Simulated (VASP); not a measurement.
# Cu (Fm-3m) in VASP: further runs

Cu is run at these levels: r2SCAN; tasks: single point, relaxation of cell and atoms.

Everything below comes from runs of VASP 6.6.1. Logs are shortened: lines on timing, memory, paths and dates and some standing lists are left out, and cuts for length are marked.

## Step 1: The cell of the first run

Symmetry: Fm-3m, No. 225, cubic system. Conventional cell: a = 3.577 Å, b = 3.577 Å, c = 3.577 Å, α = 90.00°, β = 90.00°, γ = 90.00°. Within 3.3 Å of Cu (site symmetry m-3m) lie 12 Cu at 2.53 Å.

## Step 2: Single point, r2SCAN

POSCAR

```
Cu
1.0
    0.0000000000      1.7884957531      1.7884957531
    1.7884957531      0.0000000000      1.7884957531
    1.7884957531      1.7884957531      0.0000000000
Cu
1
Direct
    0.0000000000      0.0000000000      0.0000000000
```

INCAR.step1

```
SYSTEM = Cu
PREC = Accurate ; ENCUT = 520
ISMEAR = -1 ; SIGMA = 0.1
LREAL = .False. ; LASPH = .True.
NELM = 60 ; NBANDS = 12
GGA = PE ; ALGO = Normal
EDIFF = 1E-4 ; LWAVE = .True.
LCHARG = .False.
```

INCAR.step2

```
SYSTEM = Cu
PREC = Accurate ; ENCUT = 520
EDIFF = 1E-6 ; ISMEAR = -1
SIGMA = 0.1 ; LREAL = .False.
LASPH = .True. ; NELM = 60
ALGO = Normal ; ISIF = 2
LWAVE = .False. ; LCHARG = .False.
METAGGA = R2SCAN ; LMIXTAU = .True.
NBANDS = 12 ; ISTART = 1
```

KPOINTS

```
regular mesh
0
Gamma
  26 26 26
  0 0 0
```

Potentials or basis: VASP PAW PBE potentials, release 64 (Cu).

Command:

```
> cat potpaw_PBE.64/Cu/POTCAR > POTCAR
> cp INCAR.step1 INCAR
> mpirun -np 1 vasp_std > vasp.out
> cp INCAR.step2 INCAR
> mpirun -np 1 vasp_std > vasp.out
```

OUTCAR:

```text
SYSTEM = Cu
   PREC = Accurate
   ENCUT = 520
   EDIFF = 1E-6
   ISMEAR = -1
   LREAL = .False.
   LASPH = .True.
   NELM = 60
   ISIF = 2
   METAGGA = R2SCAN
   ISTART = 1

 ion  position               nearest neighbor table
   1  0.000  0.000  0.000-

  LATTYP: Found a face centered cubic cell.
 ALAT       =     3.5769915062

  Lattice vectors:

 A1 = (   0.0000000000,   1.7884957531,   1.7884957531)
 A2 = (   1.7884957531,   0.0000000000,   1.7884957531)
 A3 = (   1.7884957531,   1.7884957531,   0.0000000000)

Analysis of symmetry for initial positions (statically):
=====================================================================
 Subroutine PRICEL returns:
 Original cell was already a primitive cell.

 Routine SETGRP: Setting up the symmetry group for a
 face centered cubic supercell.

 Subroutine GETGRP returns: Found 48 space group operations
 (whereof 48 operations were pure point group operations)
 out of a pool of 48 trial point group operations.

The static configuration has the point symmetry O_h .

Analysis of symmetry for dynamics (positions and initial velocities):
=====================================================================
 Subroutine PRICEL returns:
 Original cell was already a primitive cell.

 Routine SETGRP: Setting up the symmetry group for a
 face centered cubic supercell.

 Subroutine GETGRP returns: Found 48 space group operations
 (whereof 48 operations were pure point group operations)
 out of a pool of 48 trial point group operations.

The dynamic configuration has the point symmetry O_h .

 Subroutine INISYM returns: Found 48 space group operations
 (whereof 48 operations are pure point group operations),
 and found     1 'primitive' translations

----------------------------------------------------------------------------------------

                                     Primitive cell

  volume of cell :      11.4418

  direct lattice vectors                    reciprocal lattice vectors
     0.000000000  1.788495753  1.788495753    -0.279564544  0.279564544  0.279564544
     1.788495753  0.000000000  1.788495753     0.279564544 -0.279564544  0.279564544
     1.788495753  1.788495753  0.000000000     0.279564544  0.279564544 -0.279564544

  length of vectors
     2.529314950  2.529314950  2.529314950     0.484219995  0.484219995  0.484219995

  position of ions in fractional coordinates (direct lattice)
     0.000000000  0.000000000  0.000000000

  ion indices of the primitive-cell ions
[... 75 lines left out ...]
   LREAL  =      F    real-space projection
   EDIFFG = 0.1E-04   stopping-criterion for IOM
   NSW    =      0    number of steps for IOM
   IBRION =     -1    ionic relax: 0-MD 1-quasi-New 2-CG
   NFREE  =      0    steps in history (QN), initial steepest desc. (CG)
   ISIF   =      2    stress and relaxation
   ISYM   =      2    0-nonsym 1-usesym 2-fastsym
   POTIM  = 0.5000    time-step for ionic-motion
   TEBEG  =    0.0;   TEEND  =   0.0 temperature during run
   PSTRESS=    0.0 pullay stress
   NELECT =      11.0000    total number of electrons
   NUPDOWN=      -1.0000    fix difference up-down
   EMIN   =  10.00;   EMAX   =-10.00  energy-range for DOS
   EFERMI =   0.00;   METHOD = LEGACY
   ISMEAR =    -1;   SIGMA  =   0.10  broadening in eV -4-tet -1-fermi 0-gaus
   EFERMI_NEDOS =   21; number of points for ismear=-14 and -15
   IALGO  =     38    algorithm
   IMIX   =      4    mixing-type and parameters
     AMIX     =   0.40;   BMIX     =  1.00
     AMIX_MAG =   1.60;   BMIX_MAG =  1.00
  volume/ion in A,a.u.               =      11.44        77.21
  Fermi-wavevector in a.u.,A,eV,Ry     =   1.615751  3.053327 35.520075  2.610652
  Thomas-Fermi vector in A             =   2.710448
   LORBIT       =      0    0 simple, 1 ext, 2 COOP (PROOUT), +10 PAW based schemes
   METAGGA = R2SCAN    functional components
   LHFCALC =     F    Hartree Fock is set to
   AEXX    =    0.0000 exact exchange contribution
   IVDW    =     0    specifies the selected vdW correction
   LEPSILON=     F    determine dielectric tensor
   LRPA    =     F    only Hartree local field effects (RPA)
 non-spin polarized calculation
  energy-cutoff  :      520.00
  volume of cell :       11.44
 maximum number of plane-waves:       331
   NGX =  9   NGY =  9   NGZ =  9

 number of electron      11.0000012 magnetization

 Free energy of the ion-electron system (eV)
  ---------------------------------------------------
  ext. energy  EPLUGINS =         0.00000000
  ---------------------------------------------------
  free energy    TOTEN  =       -10.83140269 eV

  energy without entropy =      -10.82266247  energy(sigma->0) =      -10.82703258

 E-fermi :   7.8129     XC(G=0): -13.9596

 val. band max:        7.8068762155   @ k =   0.5000   0.3462   0.1538
 cond. band min:       7.8175575925   @ k =   0.4615   0.3846   0.0385
 fundamental gap:      0.0106813770
 Fermi energy:         7.8129044918

 k-point     1 :       0.0000    0.0000    0.0000
  band No.  band energies     occupation
      1      -2.1279      2.00000
      2       4.5547      2.00000
      3       4.5547      2.00000
      4       4.5547      2.00000
      5       5.4122      2.00000
      6       5.4122      2.00000
      7      31.4395      0.00000
      8      34.7260      0.00000
      9      34.7260      0.00000
     10      34.7263      0.00000
     11      37.1415      0.00000
     12      37.1415      0.00000
[... 331 lines left out ...]
 k-point    24 :       0.3846    0.0385    0.0000
  band No.  band energies     occupation
      1       1.9234      2.00000
      2       4.5625      2.00000
      3       4.6070      2.00000
      4       4.8436      2.00000
      5       5.8959      2.00000
      6       5.9140      2.00000
      7      15.3680      0.00000
      8      30.0118      0.00000
      9      30.4176      0.00000
     10      32.1537      0.00000
     11      35.1128      0.00000
     12      36.5021      0.00000

 [... further k-points ...]
[... 5 lines left out ...]
  --------------------------------------------------------------------------------------
  -------------------------------------------------------------------------------------
  Total        0.0325527      0.0325527      0.0325527     -0.0000000     -0.0000000     -0.0000000
  in kB        4.5583069      4.5583069      4.5583069     -0.0000000     -0.0000000     -0.0000000
  external PRESSURE =       4.5583069 kB  Pullay stress =       0.0000000 kB

 VOLUME and BASIS-vectors are now :
 -----------------------------------------------------------------------------
  energy-cutoff  :      520.00
  volume of cell :       11.44
      direct lattice vectors                 reciprocal lattice vectors
     0.000000000  1.788495753  1.788495753    -0.279564544  0.279564544  0.279564544
     1.788495753  0.000000000  1.788495753     0.279564544 -0.279564544  0.279564544
     1.788495753  1.788495753  0.000000000     0.279564544  0.279564544 -0.279564544

 POSITION                                       TOTAL-FORCE (eV/Angst)
 -----------------------------------------------------------------------------------
      0.00000      0.00000      0.00000        -0.000000     -0.000000      0.000000
 -----------------------------------------------------------------------------------
    total drift:                                0.000000      0.000000      0.000000

  FREE ENERGIE OF THE ION-ELECTRON SYSTEM (eV)
  ---------------------------------------------------
  free  energy   TOTEN  =       -10.8314026939 eV

  energy  without entropy=      -10.8226624673  energy(sigma->0) =      -10.82703258
```

OUTCAR.step1:

```text
SYSTEM = Cu
   PREC = Accurate
   ENCUT = 520
   ISMEAR = -1
   LREAL = .False.
   LASPH = .True.
[... 576 lines left out ...]
 -----------------------------------------------------------------------------------
      0.00000      0.00000      0.00000         0.000000     -0.000000      0.000000
 -----------------------------------------------------------------------------------
    total drift:                                0.000000      0.000000      0.000000

  FREE ENERGIE OF THE ION-ELECTRON SYSTEM (eV)
  ---------------------------------------------------
  free  energy   TOTEN  =        -3.7203320222 eV

  energy  without entropy=       -3.7111301744  energy(sigma->0) =       -3.71573110
```

Wall time 2.3 min (1 thread of Intel Xeon Platinum 8488C (Sapphire Rapids), shared host); peak memory 0.19 GiB.

What came out:

| Property | Result |
| --- | --- |
| Free energy | -10.8314 eV |
| Pressure | 0.5 GPa |
| Band gap on the k mesh | zero (an odd number of electrons rules out a gap without spin polarisation) |

Levels at points of the mesh, in eV from the Fermi level:
| k point | band 3 | band 4 | band 5 | band 6 | band 7 | band 8 | band 9 | band 10 |
| --- | --- | --- | --- | --- | --- | --- | --- | --- |
| (0.00, 0.00, 0.00) | -3.26 | -3.26 | -2.40 | -2.40 | 23.63 | 26.91 | 26.91 | 26.91 |
| (0.50, 0.00, 0.00) | -3.31 | -1.78 | -1.78 | -1.16 | 4.12 | 22.12 | 23.64 | 23.64 |
| (0.50, 0.50, 0.00) | -1.82 | -1.62 | -1.62 | 1.55 | 7.64 | 14.00 | 14.00 | 18.44 |

Caveat: the PAW data sets were made with another functional, which shifts forces and pressure a little.

## Step 3: Relaxation of cell and atoms, r2SCAN, target pressure 20 GPa, at which the enthalpy is minimised

POSCAR

```
Cu
1.0
    0.0000000000      1.7884957530      1.7884957530
    1.7884957530      0.0000000000      1.7884957530
    1.7884957530      1.7884957530      0.0000000000
Cu
1
Direct
    0.0000000000      0.0000000000      0.0000000000
```

INCAR.step1

```
PREC = Accurate
ENCUT = 600
ISMEAR = -1
SIGMA = 0.1
LREAL = False
LASPH = True
NELM = 80
GGA = PE
ALGO = Normal
EDIFF = 1E-4
LWAVE = True
LCHARG = False
```

INCAR.step2

```
PREC = Accurate
ENCUT = 600
EDIFF = 1E-7
ISMEAR = -1
SIGMA = 0.1
LREAL = False
LASPH = True
NELM = 80
ALGO = Normal
ISIF = 3
LWAVE = False
LCHARG = False
METAGGA = R2SCAN
LMIXTAU = True
IBRION = 2
NSW = 100
EDIFFG = -0.002
PSTRESS = 200.0
ISTART = 1
```

KPOINTS

```
Automatic mesh
0
Gamma
  26 26 26
```

Potentials or basis: VASP PAW PBE potentials, release 64 (Cu).

Command:

```
> cat potpaw_PBE.64/Cu/POTCAR > POTCAR
> cp INCAR.step1 INCAR
> mpirun -np 1 vasp_std > vasp.out
> cp INCAR.step2 INCAR
> mpirun -np 1 vasp_std > vasp.out
```

OUTCAR:

```text
PREC = Accurate
   ENCUT = 600
   EDIFF = 1E-7
   ISMEAR = -1
   LREAL = False
   LASPH = True
   NELM = 80
   ISIF = 3
   METAGGA = R2SCAN
   IBRION = 2
   NSW = 100
   EDIFFG = -0.002
   PSTRESS = 200.0
   ISTART = 1

 ion  position               nearest neighbor table
   1  0.000  0.000  0.000-

  LATTYP: Found a face centered cubic cell.
 ALAT       =     3.5769915060

  Lattice vectors:

 A1 = (   0.0000000000,   1.7884957530,   1.7884957530)
 A2 = (   1.7884957530,   0.0000000000,   1.7884957530)
 A3 = (   1.7884957530,   1.7884957530,   0.0000000000)

Analysis of symmetry for initial positions (statically):
=====================================================================
 Subroutine PRICEL returns:
 Original cell was already a primitive cell.

 Routine SETGRP: Setting up the symmetry group for a
 face centered cubic supercell.

 Subroutine GETGRP returns: Found 48 space group operations
 (whereof 48 operations were pure point group operations)
 out of a pool of 48 trial point group operations.

The static configuration has the point symmetry O_h .

Analysis of symmetry for dynamics (positions and initial velocities):
=====================================================================
 Subroutine PRICEL returns:
 Original cell was already a primitive cell.

 Routine SETGRP: Setting up the symmetry group for a
 face centered cubic supercell.

 Subroutine GETGRP returns: Found 48 space group operations
 (whereof 48 operations were pure point group operations)
 out of a pool of 48 trial point group operations.

The dynamic configuration has the point symmetry O_h .

 Subroutine INISYM returns: Found 48 space group operations
 (whereof 48 operations are pure point group operations),
 and found     1 'primitive' translations

----------------------------------------------------------------------------------------

                                     Primitive cell

  volume of cell :      11.4418

  direct lattice vectors                    reciprocal lattice vectors
[... 110 lines left out ...]
   METAGGA = R2SCAN    functional components
   LHFCALC =     F    Hartree Fock is set to
   AEXX    =    0.0000 exact exchange contribution
   IVDW    =     0    specifies the selected vdW correction
   LEPSILON=     F    determine dielectric tensor
   LRPA    =     F    only Hartree local field effects (RPA)
 conjugate gradient relaxation of ions
 non-spin polarized calculation
  energy-cutoff  :      600.00
  volume of cell :       11.44
 maximum number of plane-waves:       392
   NGX = 11   NGY = 11   NGZ = 11

--------------------------------------- Ionic step        1  -------------------------------------------

 number of electron      11.0000012 magnetization

 Free energy of the ion-electron system (eV)
  ---------------------------------------------------
  ext. energy  EPLUGINS =         0.00000000
  ---------------------------------------------------
  free energy    TOTEN  =       -10.83164576 eV

  energy without entropy =      -10.82290591  energy(sigma->0) =      -10.82727583

------------------------ aborting loop because EDIFF is reached ----------------------------------------

  FORCE on cell =-STRESS in cart. coord.  units (eV):
  Direction    XX          YY          ZZ          XY          YZ          ZX
  --------------------------------------------------------------------------------------
  -------------------------------------------------------------------------------------
  Total        0.0399563      0.0399563      0.0399563      0.0000000     -0.0000000      0.0000000
  in kB        5.5950217      5.5950217      5.5950217      0.0000000     -0.0000000      0.0000000
  external PRESSURE =    -194.4049783 kB  Pullay stress =     200.0000000 kB
[... 24 lines left out ...]
--------------------------------------- Ionic step        2  -------------------------------------------

 number of electron      10.9999995 magnetization

 E-fermi :  10.8324     XC(G=0): -15.4351

 val. band max:       10.8049478780   @ k =   0.5000   0.3077   0.1538
 cond. band min:      10.8403572847   @ k =   0.5000   0.2692   0.1154
 fundamental gap:      0.0354094066
 Fermi energy:        10.8324305769

 k-point     1 :       0.0000    0.0000    0.0000
  band No.  band energies     occupation
      1      -0.9671      2.00000
      2       6.7353      2.00000
      3       6.7353      2.00000
      4       6.7353      2.00000
      5       7.9282      2.00000
      6       7.9282      2.00000
      7      36.0697      0.00000
      8      41.1055      0.00000
      9      41.1055      0.00000
[... 460 lines left out ...]
--------------------------------------- Ionic step        7  -------------------------------------------

 number of electron      10.9999988 magnetization

 Free energy of the ion-electron system (eV)
  ---------------------------------------------------
  ext. energy  EPLUGINS =         0.00000000
  ---------------------------------------------------
  free energy    TOTEN  =       -10.77091227 eV

  energy without entropy =      -10.76261579  energy(sigma->0) =      -10.76676403

 E-fermi :   9.0842     XC(G=0): -14.6113

 val. band max:        9.0827278720   @ k =   0.4615   0.2308   0.0000
 cond. band min:       9.1226777752   @ k =   0.5000   0.3462   0.1538
 fundamental gap:      0.0399499032
 Fermi energy:         9.0842344057

 k-point     1 :       0.0000    0.0000    0.0000
  band No.  band energies     occupation
      1      -1.6552      2.00000
      2       5.4834      2.00000
      3       5.4834      2.00000
      4       5.4834      2.00000
      5       6.4789      2.00000
      6       6.4789      2.00000
      7      33.4634      0.00000
      8      37.5250      0.00000
      9      37.5251      0.00000
[... 308 lines left out ...]
  energy  without entropy=      -10.7626157880  energy(sigma->0) =      -10.76676403

  enthalpy is  TOTEN    =        -9.4706790952 eV   P V=        1.3002331772

 reached required accuracy - stopping structural energy minimisation
```

It took 11 min on 1 thread of Intel Xeon Platinum 8488C (Sapphire Rapids), shared host; peak memory 0.2 GiB.

What came out:

* Free energy: -10.7709 eV
* Relaxed volume: 10.42 Å³/atom
* Relaxed cell: a = 2.451 Å, b = 2.451 Å, c = 2.451 Å, α = 60.00°, β = 60.00°, γ = 60.00°
* Space group after relaxing (to 0.1 Å): Fm-3m (No. 225)
* Energy change on relaxing (the run minimises the enthalpy): +60.7 meV/atom
* Ionic steps: 7
* Pressure after relaxing: 20.0 GPa
* Band gap on the k mesh: zero (an odd number of electrons rules out a gap without spin polarisation)

The path:
| step | energy change (eV) | largest force (eV/Å) | pressure (GPa) | volume (Å³) |
| --- | --- | --- | --- | --- |
| 1 | 0.0000 | 0.0000 | 0.56 | 11.44 |
| 2 | 0.3202 | 0.0000 | 57.73 | 9.29 |
| 3 | 0.0571 | 0.0000 | 19.01 | 10.45 |
| 4 | 0.0614 | 0.0000 | 20.11 | 10.41 |
| 5 | 0.0602 | 0.0000 | 19.88 | 10.42 |
| 6 | 0.0604 | 0.0000 | 19.95 | 10.42 |
| 7 | 0.0607 | 0.0000 | 20.01 | 10.42 |

Final structure:
```
Cu
1.0
     0.00000    1.73337    1.73337
     1.73337    0.00000    1.73337
     1.73337    1.73337    0.00000
Cu
1
Cartesian
  0.0000 0.0000 0.0000
```

Caveat: the cell is relaxed towards a set pressure, so the run minimises the enthalpy, not the energy; the PAW data sets were made with another functional, which shifts forces and pressure a little.

## Step 4: Relaxation of cell and atoms, r2SCAN, target pressure 20 GPa, at which the enthalpy is minimised

POSCAR is that of step 3.

INCAR.step1

```
SYSTEM = Cu
PREC = Accurate ; ENCUT = 600
ISMEAR = -1 ; SIGMA = 0.1
LREAL = .False. ; LASPH = .True.
NELM = 80 ; GGA = PE
ALGO = Normal ; EDIFF = 1E-4
LWAVE = .True. ; LCHARG = .False.
```

INCAR.step2

```
SYSTEM = Cu
PREC = Accurate ; ENCUT = 600
EDIFF = 1E-6 ; ISMEAR = -1
SIGMA = 0.1 ; LREAL = .False.
LASPH = .True. ; NELM = 80
ALGO = Normal ; ISIF = 3
LWAVE = .False. ; LCHARG = .False.
METAGGA = R2SCAN ; LMIXTAU = .True.
IBRION = 2 ; NSW = 100
EDIFFG = -0.002 ; PSTRESS = 200.0
ISTART = 1
```

KPOINTS

```
Automatic mesh
0
Gamma
  26 26 26
  0 0 0
```

Command:

```
> cat potpaw_PBE.64/Cu/POTCAR > POTCAR
> cp INCAR.step1 INCAR
> mpirun -np 1 vasp_std > vasp.out
> cp INCAR.step2 INCAR
> mpirun -np 1 vasp_std > vasp.out
```

It took 15 min on 1 thread of Intel Xeon Platinum 8488C (Sapphire Rapids), shared host; peak memory 0.22 GiB.

The run converged. Its results:

```yaml
Free_energy: -10.7709 eV
Relaxed_volume: 10.42 Å³/atom
Relaxed_cell: a = 2.451 Å, b = 2.451 Å, c = 2.451 Å, α = 60.00°, β = 60.00°, γ = 60.00°
Space_group_after_relaxing_to_0.1_Å: Fm-3m (No. 225)
Energy_change_on_relaxing_the_run_minimises_the_enthalpy: +60.7 meV/atom
Ionic_steps: 14
Pressure_after_relaxing: 20.0 GPa
Band_gap_on_the_k_mesh: zero (an odd number of electrons rules out a gap without spin polarisation)
```

The path:
```tsv
step	energy change (eV)	largest force (eV/Å)	pressure (GPa)	volume (Å³)
1	0.0000	0.0000	0.56	11.44
2	0.3202	0.0000	57.70	9.29
3	0.0571	0.0000	19.27	10.45
4	0.0602	0.0000	19.93	10.42
5	0.0627	0.0000	20.42	10.40
6	0.0581	0.0000	19.47	10.44
7	0.0604	0.0000	19.95	10.42
8	0.0606	0.0000	20.21	10.42
9	0.0604	0.0000	19.74	10.42
10	0.0605	0.0000	19.93	10.42
11	0.0612	0.0000	20.12	10.41
12	0.0608	0.0000	20.07	10.42
13	0.0606	0.0000	19.84	10.42
14	0.0607	0.0000	19.98	10.42
```

Final structure:
```
CELL_PARAMETERS angstrom
0.00000 1.73337 1.73337
1.73337 0.00000 1.73337
1.73337 1.73337 0.00000
ATOMIC_POSITIONS crystal
Cu 0.00000 0.00000 0.00000
```

Levels at points of the mesh, in eV from the Fermi level:
```tsv
k point	band 2	band 3	band 4	band 5	band 6	band 7	band 8	band 9
(0.00, 0.00, 0.00)	-3.60	-3.60	-3.60	-2.61	-2.61	24.38	28.44	28.44
(0.50, 0.00, 0.00)	-3.66	-3.66	-1.89	-1.89	-1.48	4.63	22.82	25.21
(0.50, 0.50, 0.00)	-5.35	-1.93	-1.71	-1.71	1.47	8.33	14.78	14.78
```

Caveat: the cell is relaxed towards a set pressure, so the run minimises the enthalpy, not the energy; the PAW data sets were made with another functional, which shifts forces and pressure a little.

The gap in the log of VASP goes by the Fermi energy; the results here count the filled bands.